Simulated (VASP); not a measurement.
YB26P27 (a cell with a defect): single point with PBE

The system is YB26P27 (a cell with a defect).

```
Y B P
1.0
     0.00000    6.80700    6.80700
     6.80700    0.00000    6.80700
     6.80700    6.80700    0.00000
Y B P
1 26 27
Direct
  0.00000 0.00000 0.00000
  0.99846 0.99846 0.33993
  0.99846 0.99846 0.66315
  0.99846 0.33993 0.99846
  0.99907 0.33364 0.33364
  0.99846 0.33993 0.66315
  0.99846 0.66315 0.99846
  0.99846 0.66315 0.33993
  0.00019 0.66660 0.66660
  0.33993 0.99846 0.99846
  0.33364 0.99907 0.33364
  0.33993 0.99846 0.66315
  0.33364 0.33364 0.99907
  0.33364 0.33364 0.33364
  0.33349 0.33349 0.66651
  0.33993 0.66315 0.99846
  0.33349 0.66651 0.33349
  0.33349 0.66651 0.66651
  0.66315 0.99846 0.99846
  0.66315 0.99846 0.33993
  0.66660 0.00019 0.66660
  0.66315 0.33993 0.99846
  0.66651 0.33349 0.33349
  0.66651 0.33349 0.66651
  0.66660 0.66660 0.00019
  0.66651 0.66651 0.33349
  0.66660 0.66660 0.66660
  0.10412 0.10412 0.10412
  0.08135 0.08135 0.41865
  0.10412 0.10412 0.68765
  0.08135 0.41865 0.08135
  0.08135 0.41865 0.41865
  0.08391 0.41660 0.74975
  0.10412 0.68765 0.10412
  0.08391 0.74975 0.41660
  0.08391 0.74975 0.74975
  0.41865 0.08135 0.08135
  0.41865 0.08135 0.41865
  0.41660 0.08391 0.74975
  0.41865 0.41865 0.08135
  0.41666 0.41666 0.41666
  0.41666 0.41666 0.75001
  0.41660 0.74975 0.08391
  0.41666 0.75001 0.41666
  0.41660 0.74975 0.74975
  0.68765 0.10412 0.10412
  0.74975 0.08391 0.41660
  0.74975 0.08391 0.74975
  0.74975 0.41660 0.08391
  0.75001 0.41666 0.41666
  0.74975 0.41660 0.74975
  0.74975 0.74975 0.08391
  0.74975 0.74975 0.41660
  0.75000 0.75000 0.75000
```

```yaml
Program: VASP 6.6.1
Task: single point
Functional: PBE
Potentials_or_basis: VASP PAW PBE potentials, release 64 (Y_sv, B, P)
Cutoff: 520 eV
k_mesh: 3 × 3 × 3
Occupations: fermi-dirac, width 0.01 eV
Spin: no spin polarisation
Dipole_correction: no
Further_INCAR_settings: LREAL = Auto; ALGO = Normal; EDIFF = 1e-07; NBANDS = 145
```

* Pressure: 7.4 GPa
* Largest force: 0.012 eV/Å
* Band gap on the k mesh: 0.79 eV

Forces in eV/Å, atoms in the order of the input:
```
Y    0.000  0.000  0.000
B   -0.006 -0.006  0.009
B    0.006  0.006  0.009
B   -0.006  0.009 -0.006
B   -0.004  0.004  0.004
B   -0.009  0.006 -0.006
B    0.006  0.009  0.006
B   -0.009 -0.006  0.006
B   -0.001  0.001  0.001
B    0.009 -0.006 -0.006
B    0.004 -0.004  0.004
B    0.006 -0.009 -0.006
B    0.004  0.004 -0.004
B   -0.004 -0.004 -0.004
B    0.000  0.000  0.005
B    0.006 -0.006 -0.009
B    0.000  0.005  0.000
B   -0.005  0.000  0.000
B    0.009  0.006  0.006
B   -0.006 -0.009  0.006
B    0.001 -0.001  0.001
B   -0.006  0.006 -0.009
B    0.005  0.000  0.000
B    0.000 -0.005  0.000
B    0.001  0.001 -0.001
B    0.000  0.000 -0.005
B   -0.001 -0.001 -0.001
P   -0.006 -0.006 -0.006
P    0.000  0.000  0.001
P    0.006  0.006 -0.006
P    0.000  0.001  0.000
P   -0.001  0.000  0.000
P    0.003 -0.003 -0.004
P    0.006 -0.006  0.006
P    0.003 -0.004 -0.003
P    0.004 -0.003 -0.003
P    0.001  0.000  0.000
P    0.000 -0.001  0.000
P   -0.003  0.003 -0.004
P    0.000  0.000 -0.001
P    0.000  0.000  0.000
P    0.000  0.000  0.000
P   -0.003 -0.004  0.003
P    0.000  0.000  0.000
P    0.004  0.003  0.003
P   -0.006  0.006  0.006
P   -0.004  0.003 -0.003
P   -0.003  0.004 -0.003
P   -0.004 -0.003  0.003
P    0.000  0.000  0.000
P    0.003  0.004  0.003
P   -0.003 -0.003  0.004
P    0.003  0.003  0.004
P    0.000  0.000  0.000
```

Levels at points of the mesh, in eV from the valence-band top:
| k point | band 108 | band 109 | band 110 | band 111 | band 112 | band 113 | band 114 | band 115 | band 116 | band 117 |
| --- | --- | --- | --- | --- | --- | --- | --- | --- | --- | --- |
| (0.00, 0.00, 0.00) | -1.15 | -1.15 | -0.28 | -0.28 | -0.28 | 0.79 | 0.79 | 1.15 | 1.32 | 1.32 |

It took 2.2 min on 1 × NVIDIA H100 80GB with 1 thread of AMD EPYC 7R13 Processor (Zen 3) (shared host), peak memory 1.7 GiB.

Caveat: semilocal functionals underestimate gaps, and a narrow one can read as zero.
